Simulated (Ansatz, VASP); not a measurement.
## SiC: VASP beside Ansatz

```
Si C
1.0
     3.16988    0.00000    0.00000
    -1.58494    2.74520    0.00000
     0.00000    0.00000   10.37902
Si C
4 4
Direct
  0.00000 0.00000 0.99990
  0.33333 0.66667 0.24983
  0.00000 0.00000 0.49990
  0.66667 0.33333 0.74983
  0.00000 0.00000 0.18727
  0.33333 0.66667 0.43800
  0.00000 0.00000 0.68727
  0.66667 0.33333 0.93800
```

Change from the starting cell: hydrostatic strain +3.0%.

Alike in both runs: task single point; functional r2SCAN; k mesh 12 × 12 × 4; no spin polarisation.

|  | VASP | Ansatz |
| --- | --- | --- |
| version | VASP 6.6.1 | Ansatz 0.2.0 |
| potentials or method | VASP PAW PBE potentials, release 64 (Si, C) | plane waves, PAW |
| plane-wave cutoff (eV) | 520 | 500 |
| occupations | gaussian, width 0.01 eV | fixed |
| valence electrons in the cell | 32 | 32 |

|  | VASP | Ansatz | Ansatz less VASP |
| --- | --- | --- | --- |
| gap on the k mesh at the Fermi level (eV) | 2.56 | 2.55 | -0.009 |
| pressure (GPa) | -17.1 | -17.0 | +0.11 |
| traceless stress, the component that is largest in VASP (GPa) | 0.15 | 0.15 | -0.005 |

VASP's potentials were made for PBE, not for r2SCAN.
